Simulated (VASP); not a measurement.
# Rh (I4/mmm) in VASP: single point with r2SCAN

Aim: the single point of Rh with r2SCAN.

Everything below comes from runs of VASP 6.6.1. Logs are shortened: lines on timing, memory, paths and dates and some standing lists are left out, and cuts for length are marked.

**1. The cell of the first run**

It takes space group I4/mmm (No. 139, tetragonal). The conventional cell has a = 2.770 Å, b = 2.770 Å, c = 3.689 Å, α = 90.00°, β = 90.00°, γ = 90.00°. Rh (site symmetry 4/mmm) has 12 Rh at 2.69 to 2.77 Å within 3.5 Å.

**2. Single point, r2SCAN (strain +0.030 along x and y, -0.030 along z)**

POSCAR

```
Rh
1.0
    0.0000000000      1.9585965000      1.8445035000
    1.9585965000      0.0000000000      1.8445035000
    1.9585965000      1.9585965000      0.0000000000
Rh
1
Direct
    0.0000000000      0.0000000000      0.0000000000
```

INCAR.step1

```
SYSTEM = Rh
  PREC = Accurate
  ENCUT = 520
  ISMEAR = 0
  SIGMA = 0.15
  LREAL = .False.
  LASPH = .True.
  NELM = 60
  NBANDS = 14
  GGA = PE
  ALGO = Normal
  EDIFF = 1E-4
  LWAVE = .True.
  LCHARG = .False.
```

INCAR.step2

```
SYSTEM = Rh
  PREC = Accurate
  ENCUT = 520
  EDIFF = 1E-7
  ISMEAR = 0
  SIGMA = 0.15
  LREAL = .False.
  LASPH = .True.
  NELM = 60
  ALGO = Normal
  ISIF = 2
  LWAVE = .False.
  LCHARG = .True.
  METAGGA = R2SCAN
  LMIXTAU = .True.
  LELF = .True.
  LVHAR = .True.
  NBANDS = 14
  ISTART = 1
```

KPOINTS

```
Automatic mesh
0
Gamma
  22 22 22
  0 0 0
```

Potentials or basis: VASP PAW PBE potentials, release 64 (Rh_pv).

Command:

```sh
$ cat potpaw_PBE.64/Rh_pv/POTCAR > POTCAR
$ cp INCAR.step1 INCAR
$ mpirun -np 1 vasp_std > vasp.out
$ cp INCAR.step2 INCAR
$ mpirun -np 1 vasp_std > vasp.out
```

OUTCAR:

```text
SYSTEM = Rh
   PREC = Accurate
   ENCUT = 520
   EDIFF = 1E-7
   ISMEAR = 0
   LREAL = .False.
   LASPH = .True.
   NELM = 60
   ISIF = 2
   METAGGA = R2SCAN
   ISTART = 1

 ion  position               nearest neighbor table
   1  0.000  0.000  0.000-

  LATTYP: Found a body centered tetragonal cell.
 ALAT       =     2.7698737335
 C/A-ratio  =     1.3318321898

  Lattice vectors:

 A1 = (   0.0000000000,  -1.9585965000,  -1.8445035000)
 A2 = (   0.0000000000,   1.9585965000,  -1.8445035000)
 A3 = (   1.9585965000,   0.0000000000,   1.8445035000)

Analysis of symmetry for initial positions (statically):
=====================================================================
 Subroutine PRICEL returns:
 Original cell was already a primitive cell.

 Routine SETGRP: Setting up the symmetry group for a
 body centered tetragonal supercell.

 Subroutine GETGRP returns: Found 16 space group operations
 (whereof 16 operations were pure point group operations)
 out of a pool of 16 trial point group operations.

The static configuration has the point symmetry D_4h.

Analysis of symmetry for dynamics (positions and initial velocities):
=====================================================================
 Subroutine PRICEL returns:
 Original cell was already a primitive cell.

 Routine SETGRP: Setting up the symmetry group for a
 body centered tetragonal supercell.

 Subroutine GETGRP returns: Found 16 space group operations
 (whereof 16 operations were pure point group operations)
 out of a pool of 16 trial point group operations.

The dynamic configuration has the point symmetry D_4h.

 Subroutine INISYM returns: Found 16 space group operations
 (whereof 16 operations are pure point group operations),
 and found     1 'primitive' translations

----------------------------------------------------------------------------------------

                                     Primitive cell

  volume of cell :      14.1514

  direct lattice vectors                    reciprocal lattice vectors
     0.000000000  1.958596500  1.844503500    -0.255284843  0.255284843  0.271075658
     1.958596500  0.000000000  1.844503500     0.255284843 -0.255284843  0.271075658
     1.958596500  1.958596500  0.000000000     0.255284843  0.255284843 -0.271075658

  length of vectors
     2.690407666  2.690407666  2.769873734     0.451467291  0.451467291  0.451467291

  position of ions in fractional coordinates (direct lattice)
     0.000000000  0.000000000  0.000000000

  ion indices of the primitive-cell ions
   primitive index   ion index
                 1           1

----------------------------------------------------------------------------------------

 KPOINTS: Automatic mesh

Automatic generation of k-mesh.
 Grid dimensions read from file:
 generate k-points for:   22   22   22

 Generating k-lattice:

  Cartesian coordinates                     Fractional coordinates (reciprocal lattice)
    -0.011603856  0.011603856  0.012321621     0.045454545  0.000000000  0.000000000
     0.011603856 -0.011603856  0.012321621     0.000000000  0.045454545  0.000000000
     0.011603856  0.011603856 -0.012321621    -0.000000000 -0.000000000  0.045454545

  Length of vectors
     0.020521240  0.020521240  0.020521240

  Shift w.r.t. Gamma in fractional coordinates (k-lattice)
     0.000000000  0.000000000  0.000000000

 Subroutine IBZKPT returns following result:
 ===========================================

 Found    834 irreducible k-points:

 Following reciprocal coordinates:
            Coordinates               Weight
  0.000000  0.000000  0.000000      1.000000
  0.045455 -0.000000  0.000000      8.000000
  0.090909 -0.000000  0.000000      8.000000
  0.136364  0.000000  0.000000      8.000000
  0.181818 -0.000000  0.000000      8.000000
  0.227273 -0.000000  0.000000      8.000000
[... 16 lines left out ...]
  0.500000  0.045455  0.000000      8.000000
 -0.454545  0.045455  0.000000      8.000000
 [... further k-points ...]
   k-points           NKPTS =    834   k-points in BZ     NKDIM =    834   number of bands    NBANDS=     14
   number of dos      NEDOS =    301   number of ions     NIONS =      1
   total plane-waves  NPLWV =   9600
   dimension x,y,z NGX =    20 NGY =   20 NGZ =   24
   dimension x,y,z NGXF=    40 NGYF=   40 NGZF=   48
   ions per type =               1
   NGX,Y,Z   is equivalent  to a cutoff of  12.36, 12.36, 14.40 a.u.
   NGXF,Y,Z  is equivalent  to a cutoff of  24.72, 24.72, 28.81 a.u.
 SYSTEM =  Rh
   PREC   = accura    normal or accurate (medium, high low for compatibility)
   ISTART =      1    job   : 0-new  1-cont  2-samecut
   ICHARG =      0    charge: 1-file 2-atom 10-const
   ISPIN  =      1    spin polarized calculation?
   LNONCOLLINEAR =      F non collinear calculations
   LSORBIT =      F    spin-orbit coupling
   LASPH  =      T    aspherical Exc in radial PAW
   ENCUT  =  520.0 eV  38.22 Ry    6.18 a.u.   5.00  5.00  5.15*2*pi/ulx,y,z
   NELM   =     60;   NELMIN=  2; NELMDL=  0     # of ELM steps
   EDIFF  = 0.1E-06   stopping-criterion for ELM
   LREAL  =      F    real-space projection
   EDIFFG = 0.1E-05   stopping-criterion for IOM
   NSW    =      0    number of steps for IOM
   IBRION =     -1    ionic relax: 0-MD 1-quasi-New 2-CG
   NFREE  =      0    steps in history (QN), initial steepest desc. (CG)
   ISIF   =      2    stress and relaxation
   ISYM   =      2    0-nonsym 1-usesym 2-fastsym
   POTIM  = 0.5000    time-step for ionic-motion
   TEBEG  =    0.0;   TEEND  =   0.0 temperature during run
   PSTRESS=    0.0 pullay stress
   NELECT =      15.0000    total number of electrons
   NUPDOWN=      -1.0000    fix difference up-down
   EMIN   =  10.00;   EMAX   =-10.00  energy-range for DOS
   EFERMI =   0.00;   METHOD = LEGACY
   ISMEAR =     0;   SIGMA  =   0.15  broadening in eV -4-tet -1-fermi 0-gaus
   EFERMI_NEDOS =   21; number of points for ismear=-14 and -15
   IALGO  =     38    algorithm
   IMIX   =      4    mixing-type and parameters
     AMIX     =   0.40;   BMIX     =  1.00
     AMIX_MAG =   1.60;   BMIX_MAG =  1.00
  volume/ion in A,a.u.               =      14.15        95.50
  Fermi-wavevector in a.u.,A,eV,Ry     =   1.669189  3.154309 37.908430  2.786191
  Thomas-Fermi vector in A             =   2.754905
   LORBIT       =      0    0 simple, 1 ext, 2 COOP (PROOUT), +10 PAW based schemes
   METAGGA = R2SCAN    functional components
   LHFCALC =     F    Hartree Fock is set to
   AEXX    =    0.0000 exact exchange contribution
   IVDW    =     0    specifies the selected vdW correction
   LEPSILON=     F    determine dielectric tensor
   LRPA    =     F    only Hartree local field effects (RPA)
 non-spin polarized calculation
 Gauss-broadening in eV      SIGMA  =   0.15
  energy-cutoff  :      520.00
  volume of cell :       14.15
 maximum number of plane-waves:       398
   NGX =  9   NGY =  9   NGZ = 11

 number of electron      15.0000001 magnetization

 Free energy of the ion-electron system (eV)
  ---------------------------------------------------
  ext. energy  EPLUGINS =         0.00000000
  ---------------------------------------------------
  free energy    TOTEN  =       -24.11353971 eV

  energy without entropy =      -24.09825227  energy(sigma->0) =      -24.10589599

 E-fermi :  11.1980     XC(G=0): -14.9879

 val. band max:       11.1958608433   @ k =   0.3636   0.0455   0.0000
 cond. band min:      11.2031541918   @ k =   0.3182   0.0455   0.2727
 fundamental gap:      0.0072933485
 Fermi energy:        11.1980383702

 k-point     1 :       0.0000    0.0000    0.0000
  band No.  band energies     occupation
      1     -36.5292      2.00000
      2     -36.5292      2.00000
      3     -36.4940      2.00000
      4       3.2516      2.00000
      5       7.9991      2.00000
      6       7.9991      2.00000
      7       8.6075      2.00000
      8       9.7973      2.00000
      9      10.5259      2.00000
     10      28.0106      0.00000
     11      28.6514      0.00000
     12      32.9160      0.00000
     13      32.9161      0.00000
     14      34.8309      0.00000

 k-point     2 :       0.0455   -0.0000    0.0000
  band No.  band energies     occupation
      1     -36.5400      2.00000
      2     -36.5319      2.00000
      3     -36.4995      2.00000
      4       3.3369      2.00000
      5       7.9902      2.00000
      6       8.0318      2.00000
      7       8.6108      2.00000
      8       9.7859      2.00000
      9      10.5021      2.00000
     10      28.1282      0.00000
     11      28.6514      0.00000
     12      32.6548      0.00000
     13      33.0347      0.00000
     14      34.6876      0.00000

 k-point     3 :       0.0909   -0.0000    0.0000
  band No.  band energies     occupation
      1     -36.5786      2.00000
      2     -36.5396      2.00000
      3     -36.5086      2.00000
      4       3.5859      2.00000
      5       7.9508      2.00000
      6       8.1188      2.00000
      7       8.6392      2.00000
      8       9.7646      2.00000
      9      10.4396      2.00000
     10      28.4524      0.00000
     11      28.6514      0.00000
     12      31.7874      0.00000
     13      33.3832      0.00000
     14      34.7406      0.00000
[... 324 lines left out ...]
 k-point    23 :       0.5000    0.0455    0.0000
  band No.  band energies     occupation
      1     -37.2262      2.00000
      2     -36.6626      2.00000
      3     -36.5846      2.00000
      4       5.1856      2.00000
      5       7.8102      2.00000
      6       8.3612      2.00000
      7      10.9345      1.98704
      8      11.9422      0.00000
      9      12.8391      0.00000
     10      20.0417      0.00000
     11      27.5540      0.00000
     12      28.6516      0.00000
     13      32.5218      0.00000
     14      33.6674      0.00000

 k-point    24 :      -0.4545    0.0455    0.0000
  band No.  band energies     occupation
      1     -37.2193      2.00000
      2     -36.6589      2.00000
      3     -36.5869      2.00000
      4       5.1959      2.00000
      5       7.8134      2.00000
      6       8.3650      2.00000
      7      10.9549      1.97811
      8      11.8366      0.00000
      9      12.7122      0.00000
     10      20.2372      0.00000
     11      27.5957      0.00000
     12      28.6516      0.00000
     13      32.8036      0.00000
     14      33.5102      0.00000

 [... further k-points ...]

------------------------ aborting loop because EDIFF is reached ----------------------------------------

  FORCE on cell =-STRESS in cart. coord.  units (eV):
  Direction    XX          YY          ZZ          XY          YZ          ZX
  --------------------------------------------------------------------------------------
  -------------------------------------------------------------------------------------
  Total       -0.9482166     -0.9482166      0.1736945      0.0000000      0.0000000     -0.0000000
  in kB     -107.3541155   -107.3541155     19.6651488      0.0000000      0.0000000     -0.0000000
  external PRESSURE =     -65.0143607 kB  Pullay stress =       0.0000000 kB

 VOLUME and BASIS-vectors are now :
 -----------------------------------------------------------------------------
  energy-cutoff  :      520.00
  volume of cell :       14.15
      direct lattice vectors                 reciprocal lattice vectors
     0.000000000  1.958596500  1.844503500    -0.255284843  0.255284843  0.271075658
     1.958596500  0.000000000  1.844503500     0.255284843 -0.255284843  0.271075658
     1.958596500  1.958596500  0.000000000     0.255284843  0.255284843 -0.271075658

 POSITION                                       TOTAL-FORCE (eV/Angst)
 -----------------------------------------------------------------------------------
      0.00000      0.00000      0.00000         0.000000     -0.000000      0.000000
 -----------------------------------------------------------------------------------
    total drift:                                0.000000     -0.000000     -0.000000

  FREE ENERGIE OF THE ION-ELECTRON SYSTEM (eV)
  ---------------------------------------------------
  free  energy   TOTEN  =       -24.1135397130 eV

  energy  without entropy=      -24.0982522717  energy(sigma->0) =      -24.10589599
```

Wall time 12 min (1 thread of Intel Xeon 8259CL, shared host); peak memory 0.27 GiB.

Results:

- Free energy: -24.1135 eV
- Pressure: -6.5 GPa
- Band gap on the k mesh: zero (an odd number of electrons rules out a gap without spin polarisation)

Stress tensor (GPa, compression positive):
```
-10.74   0.00   0.00
  0.00 -10.74   0.00
  0.00   0.00   1.97
```

Levels at points of the mesh, in eV from the Fermi level:
```tsv
k point	band 3	band 4	band 5	band 6	band 7	band 8	band 9	band 10	band 11	band 12
(0.00, 0.00, 0.00)	-47.69	-7.95	-3.20	-3.20	-2.59	-1.40	-0.67	16.81	17.45	21.72
(0.50, 0.00, 0.00)	-47.77	-6.08	-3.45	-2.77	0.40	0.74	0.96	8.82	16.22	17.45
(0.50, 0.50, 0.00)	-48.04	-6.26	-5.94	0.48	1.04	1.04	4.37	13.10	13.10	13.68
(0.50, 0.00, 0.50)	-47.92	-6.24	-5.84	0.48	0.72	1.24	3.03	11.95	13.93	14.58
```

Caveat: the cell differs from its parent crystal (strain +0.030 along x and y, -0.030 along z); the cell stands under tension; the PAW data sets were made with another functional, which shifts forces and pressure a little.
